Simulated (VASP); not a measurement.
# SnBiF3 (Pm-3m) in VASP: notebook

SnBiF3 is run at these levels: PBE; tasks: single point, relaxation of cell and atoms.

Everything below comes from runs of VASP 6.6.1. Logs are shortened: lines on timing, memory, paths and dates and some standing lists are left out, and cuts for length are marked.

### 1 The cell of the first run

It takes space group Pm-3m (No. 221, cubic). Conventional cell: a = 4.669 Å, b = 4.669 Å, c = 4.669 Å, α = 90.00°, β = 90.00°, γ = 90.00°. Sn (site symmetry m-3m) has 6 F at 2.33 Å within 3.1 Å. Within 4.3 Å of Bi (site symmetry m-3m) lie 12 F at 3.30 Å and 8 Sn at 4.04 Å. Within 3.1 Å of F (site symmetry 4/mmm) lie 2 Sn at 2.33 Å.

### 2 Single point, PBE

File INCAR:

```
PREC     = Accurate       # precision mode
ENCUT    = 520            # plane-wave cutoff, eV
EDIFF    = 1E-7           # SCF threshold, eV
ISMEAR   = 0              # smearing method
SIGMA    = 0.1            # smearing width, eV
LREAL    = F              # projectors in reciprocal space
LASPH    = T              # aspherical terms in the spheres
NELM     = 60             # most SCF steps
ALGO     = Normal         # electronic algorithm
ISIF     = 2              # what is computed and relaxed
LWAVE    = F              # write WAVECAR
LCHARG   = F              # write CHGCAR
GGA      = PE             # functional
NBANDS   = 33             # bands
```

File KPOINTS:

```
regular mesh
0
Gamma
  8 8 8
```

File POSCAR:

```
SnBiF3
1.0
    4.6686452365      0.0000000000      0.0000000000
    0.0000000000      4.6686452365      0.0000000000
    0.0000000000      0.0000000000      4.6686452365
Sn Bi F
1 1 3
Direct
    0.0000000000      0.0000000000      0.0000000000
    0.5000000000      0.5000000000      0.5000000000
    0.5000000000      0.0000000000      0.0000000000
    0.0000000000      0.5000000000      0.0000000000
    0.0000000000      0.0000000000      0.5000000000
```

Potentials or basis: VASP PAW PBE potentials, release 64 (Sn_d, Bi_d, F).

Started as:

```
$ cat potpaw_PBE.64/Sn_d/POTCAR potpaw_PBE.64/Bi_d/POTCAR potpaw_PBE.64/F/POTCAR > POTCAR
$ mpirun -np 1 vasp_std > vasp.out
```

OUTCAR:

```text
PREC = Accurate
   ENCUT = 520
   EDIFF = 1E-7
   ISMEAR = 0
   LREAL = F
   LASPH = T
   NELM = 60
   ISIF = 2
   GGA = PE

 ion  position               nearest neighbor table
   1  0.000  0.000  0.000-   3 2.33   4 2.33   5 2.33   5 2.33   4 2.33   3 2.33
   2  0.500  0.500  0.500-
   3  0.500  0.000  0.000-   1 2.33   1 2.33
   4  0.000  0.500  0.000-   1 2.33   1 2.33
   5  0.000  0.000  0.500-   1 2.33   1 2.33

  LATTYP: Found a simple cubic cell.
 ALAT       =     4.6686452365

  Lattice vectors:

 A1 = (   4.6686452365,   0.0000000000,   0.0000000000)
 A2 = (   0.0000000000,   4.6686452365,   0.0000000000)
 A3 = (   0.0000000000,   0.0000000000,   4.6686452365)

Analysis of symmetry for initial positions (statically):
=====================================================================
 Subroutine PRICEL returns:
 Original cell was already a primitive cell.

 Routine SETGRP: Setting up the symmetry group for a
 simple cubic supercell.

 Subroutine GETGRP returns: Found 48 space group operations
 (whereof 48 operations were pure point group operations)
 out of a pool of 48 trial point group operations.

The static configuration has the point symmetry O_h .

Analysis of symmetry for dynamics (positions and initial velocities):
=====================================================================
 Subroutine PRICEL returns:
 Original cell was already a primitive cell.

 Routine SETGRP: Setting up the symmetry group for a
 simple cubic supercell.

 Subroutine GETGRP returns: Found 48 space group operations
 (whereof 48 operations were pure point group operations)
 out of a pool of 48 trial point group operations.

The dynamic configuration has the point symmetry O_h .

 Subroutine INISYM returns: Found 48 space group operations
 (whereof 48 operations are pure point group operations),
 and found     1 'primitive' translations

----------------------------------------------------------------------------------------

                                     Primitive cell

  volume of cell :     101.7590

  direct lattice vectors                    reciprocal lattice vectors
     4.668645236  0.000000000  0.000000000     0.214194900  0.000000000  0.000000000
     0.000000000  4.668645236  0.000000000     0.000000000  0.214194900  0.000000000
     0.000000000  0.000000000  4.668645236     0.000000000  0.000000000  0.214194900

  length of vectors
     4.668645236  4.668645236  4.668645236     0.214194900  0.214194900  0.214194900

  position of ions in fractional coordinates (direct lattice)
     0.000000000  0.000000000  0.000000000
     0.500000000  0.500000000  0.500000000
     0.500000000  0.000000000  0.000000000
     0.000000000  0.500000000  0.000000000
     0.000000000  0.000000000  0.500000000

  ion indices of the primitive-cell ions
   primitive index   ion index
                 1           1
                 2           2
                 3           3
                 4           4
                 5           5

----------------------------------------------------------------------------------------

 KPOINTS: regular mesh

Automatic generation of k-mesh.
 Grid dimensions read from file:
 generate k-points for:    8    8    8

 Generating k-lattice:

  Cartesian coordinates                     Fractional coordinates (reciprocal lattice)
     0.026774363  0.000000000  0.000000000     0.125000000  0.000000000  0.000000000
     0.000000000  0.026774363  0.000000000     0.000000000  0.125000000  0.000000000
     0.000000000  0.000000000  0.026774363     0.000000000  0.000000000  0.125000000

  Length of vectors
     0.026774363  0.026774363  0.026774363

  Shift w.r.t. Gamma in fractional coordinates (k-lattice)
     0.000000000  0.000000000  0.000000000

 Subroutine IBZKPT returns following result:
 ===========================================

 Found     35 irreducible k-points:

 Following reciprocal coordinates:
            Coordinates               Weight
  0.000000  0.000000  0.000000      1.000000
  0.125000  0.000000  0.000000      6.000000
  0.250000  0.000000  0.000000      6.000000
  0.375000  0.000000  0.000000      6.000000
  0.500000  0.000000  0.000000      3.000000
  0.125000  0.125000  0.000000     12.000000
[... 16 lines left out ...]
  0.375000  0.375000  0.125000     24.000000
  0.500000  0.375000  0.125000     24.000000
 [... further k-points ...]
   k-points           NKPTS =     35   k-points in BZ     NKDIM =     35   number of bands    NBANDS=     33
   number of dos      NEDOS =    301   number of ions     NIONS =      5
   total plane-waves  NPLWV =  46656
   dimension x,y,z NGX =    36 NGY =   36 NGZ =   36
   dimension x,y,z NGXF=    72 NGYF=   72 NGZF=   72
   ions per type =               1   1   3
   NGX,Y,Z   is equivalent  to a cutoff of  12.82, 12.82, 12.82 a.u.
   NGXF,Y,Z  is equivalent  to a cutoff of  25.64, 25.64, 25.64 a.u.
 SYSTEM =  unknown system
   PREC   = accura    normal or accurate (medium, high low for compatibility)
   ISTART =      0    job   : 0-new  1-cont  2-samecut
   ICHARG =      2    charge: 1-file 2-atom 10-const
   ISPIN  =      1    spin polarized calculation?
   LNONCOLLINEAR =      F non collinear calculations
   LSORBIT =      F    spin-orbit coupling
   LASPH  =      T    aspherical Exc in radial PAW
   ENCUT  =  520.0 eV  38.22 Ry    6.18 a.u.   8.68  8.68  8.68*2*pi/ulx,y,z
   NELM   =     60;   NELMIN=  2; NELMDL= -5     # of ELM steps
   EDIFF  = 0.1E-06   stopping-criterion for ELM
   LREAL  =      F    real-space projection
   EDIFFG = 0.1E-05   stopping-criterion for IOM
   NSW    =      0    number of steps for IOM
   IBRION =     -1    ionic relax: 0-MD 1-quasi-New 2-CG
   NFREE  =      0    steps in history (QN), initial steepest desc. (CG)
   ISIF   =      2    stress and relaxation
   ISYM   =      2    0-nonsym 1-usesym 2-fastsym
   POTIM  = 0.5000    time-step for ionic-motion
   TEBEG  =    0.0;   TEEND  =   0.0 temperature during run
   PSTRESS=    0.0 pullay stress
   NELECT =      50.0000    total number of electrons
   NUPDOWN=      -1.0000    fix difference up-down
   EMIN   =  10.00;   EMAX   =-10.00  energy-range for DOS
   EFERMI =   0.00;   METHOD = LEGACY
   ISMEAR =     0;   SIGMA  =   0.10  broadening in eV -4-tet -1-fermi 0-gaus
   EFERMI_NEDOS =   21; number of points for ismear=-14 and -15
   IALGO  =     38    algorithm
   IMIX   =      4    mixing-type and parameters
     AMIX     =   0.40;   BMIX     =  1.00
     AMIX_MAG =   1.60;   BMIX_MAG =  1.00
  volume/ion in A,a.u.               =      20.35       137.34
  Fermi-wavevector in a.u.,A,eV,Ry     =   1.291836  2.441216 22.705941  1.668840
  Thomas-Fermi vector in A             =   2.423581
   LORBIT       =      0    0 simple, 1 ext, 2 COOP (PROOUT), +10 PAW based schemes
   GGA     = PE    functional components
   LHFCALC =     F    Hartree Fock is set to
   AEXX    =    0.0000 exact exchange contribution
   IVDW    =     0    specifies the selected vdW correction
   LEPSILON=     F    determine dielectric tensor
   LRPA    =     F    only Hartree local field effects (RPA)
 non-spin polarized calculation
 Gauss-broadening in eV      SIGMA  =   0.10
  energy-cutoff  :      520.00
  volume of cell :      101.76
 maximum number of plane-waves:      2800
 NGX is ok and might be reduce to    36
   NGX = 17   NGY = 17   NGZ = 17

 number of electron      49.9999978 magnetization

 Free energy of the ion-electron system (eV)
  ---------------------------------------------------
  ext. energy  EPLUGINS =         0.00000000
  ---------------------------------------------------
  free energy    TOTEN  =       -19.92095003 eV

  energy without entropy =      -19.88100198  energy(sigma->0) =      -19.90097601

 E-fermi :   4.2080     XC(G=0):  -9.2844

 val. band max:        4.1986999703   @ k =   0.3750   0.2500   0.2500
 cond. band min:       4.2117479447   @ k =   0.2500   0.0000   0.0000
 fundamental gap:      0.0130479744
 Fermi energy:         4.2079881543

 k-point     1 :       0.0000    0.0000    0.0000
  band No.  band energies     occupation
      1     -19.4156      2.00000
      2     -19.4156      2.00000
      3     -19.3895      2.00000
      4     -19.3895      2.00000
      5     -19.3895      2.00000
      6     -19.2599      2.00000
[... 25 lines left out ...]
     32      10.7421      0.00000
     33      11.4066      0.00000

 k-point     2 :       0.1250    0.0000    0.0000
  band No.  band energies     occupation
      1     -19.4124      2.00000
      2     -19.4120      2.00000
      3     -19.3896      2.00000
      4     -19.3896      2.00000
      5     -19.3894      2.00000
      6     -19.2529      2.00000
[... 25 lines left out ...]
     32      10.7422      0.00000
     33      12.1040      0.00000

 k-point     3 :       0.2500    0.0000    0.0000
  band No.  band energies     occupation
      1     -19.4044      2.00000
      2     -19.4043      2.00000
      3     -19.3901      2.00000
      4     -19.3901      2.00000
      5     -19.3894      2.00000
      6     -19.2498      2.00000
[... 25 lines left out ...]
     32      11.6601      0.00000
     33      13.2649      0.00000

 k-point     4 :       0.3750    0.0000    0.0000
  band No.  band energies     occupation
      1     -19.3976      2.00000
      2     -19.3953      2.00000
      3     -19.3906      2.00000
      4     -19.3906      2.00000
      5     -19.3893      2.00000
      6     -19.2506      2.00000
[... 25 lines left out ...]
     32      12.5734      0.00000
     33      13.9141      0.00000

 k-point     5 :       0.5000    0.0000    0.0000
  band No.  band energies     occupation
      1     -19.3949      2.00000
      2     -19.3912      2.00000
      3     -19.3908      2.00000
      4     -19.3908      2.00000
      5     -19.3893      2.00000
      6     -19.2511      2.00000
[... 604 lines left out ...]
 k-point    22 :       0.5000    0.2500    0.1250
  band No.  band energies     occupation
      1     -19.4136      2.00000
      2     -19.3962      2.00000
      3     -19.3936      2.00000
      4     -19.3891      2.00000
      5     -19.3874      2.00000
      6     -19.1981      2.00000
[... 25 lines left out ...]
     32      12.9474      0.00000
     33      13.0823      0.00000

 k-point    23 :       0.3750    0.3750    0.1250
  band No.  band energies     occupation
      1     -19.4227      2.00000
      2     -19.3949      2.00000
      3     -19.3946      2.00000
      4     -19.3887      2.00000
      5     -19.3860      2.00000
      6     -19.1883      2.00000
[... 25 lines left out ...]
     32      13.0672      0.00000
     33      13.3231      0.00000

 k-point    24 :       0.5000    0.3750    0.1250
  band No.  band energies     occupation
      1     -19.4270      2.00000
      2     -19.3950      2.00000
      3     -19.3943      2.00000
      4     -19.3884      2.00000
      5     -19.3850      2.00000
      6     -19.1835      2.00000
[... 25 lines left out ...]
     32      12.9204      0.00000
     33      13.3878      0.00000

 [... further k-points ...]

------------------------ aborting loop because EDIFF is reached ----------------------------------------

  FORCE on cell =-STRESS in cart. coord.  units (eV):
  Direction    XX          YY          ZZ          XY          YZ          ZX
  --------------------------------------------------------------------------------------
  -------------------------------------------------------------------------------------
  Total       -0.1006952     -0.1006952     -0.1006952     -0.0000000     -0.0000000     -0.0000000
  in kB       -1.5854290     -1.5854290     -1.5854290     -0.0000000     -0.0000000     -0.0000000
  external PRESSURE =      -1.5854290 kB  Pullay stress =       0.0000000 kB

 VOLUME and BASIS-vectors are now :
 -----------------------------------------------------------------------------
  energy-cutoff  :      520.00
  volume of cell :      101.76
      direct lattice vectors                 reciprocal lattice vectors
     4.668645236  0.000000000  0.000000000     0.214194900  0.000000000  0.000000000
     0.000000000  4.668645236  0.000000000     0.000000000  0.214194900  0.000000000
     0.000000000  0.000000000  4.668645236     0.000000000  0.000000000  0.214194900

 POSITION                                       TOTAL-FORCE (eV/Angst)
 -----------------------------------------------------------------------------------
      0.00000      0.00000      0.00000         0.000000      0.000000      0.000000
      2.33432      2.33432      2.33432         0.000000      0.000000      0.000000
      2.33432      0.00000      0.00000         0.000000      0.000000      0.000000
      0.00000      2.33432      0.00000         0.000000      0.000000      0.000000
      0.00000      0.00000      2.33432         0.000000      0.000000      0.000000
 -----------------------------------------------------------------------------------
    total drift:                                0.000000      0.000000     -0.000000

  FREE ENERGIE OF THE ION-ELECTRON SYSTEM (eV)
  ---------------------------------------------------
  free  energy   TOTEN  =       -19.9209500337 eV

  energy  without entropy=      -19.8810019783  energy(sigma->0) =      -19.90097601
```

It took 95 s on 1 thread of Intel Xeon 6975P-C (Granite Rapids), shared host; peak memory 0.25 GiB.

What came out:

| Item | Value |
| --- | --- |
| Free energy | -19.9210 eV |
| Pressure | -0.2 GPa |
| Band gap on the k mesh | zero (band 25 reaches 5.04 eV, above the bottom of band 26 at 3.80 eV) |

Levels at points of the mesh, in eV from the Fermi level:
```csv
k point,band 22,band 23,band 24,band 25,band 26,band 27,band 28,band 29
"(0.00, 0.00, 0.00)",-4.44,-4.44,-4.42,0.84,0.84,0.84,6.04,6.04
"(0.50, 0.00, 0.00)",-4.46,-4.46,-2.11,-0.39,0.60,0.60,3.52,5.51
"(0.50, 0.50, 0.00)",-4.57,-4.12,-0.48,-0.48,-0.41,0.38,4.25,4.25
"(0.50, 0.50, 0.50)",-4.12,-4.12,0.30,0.30,0.30,0.80,2.58,2.58
```

Caveat: spin-orbit coupling is left out, which moves the levels of the heavy elements.

(Part 1 of 2 ends here.)
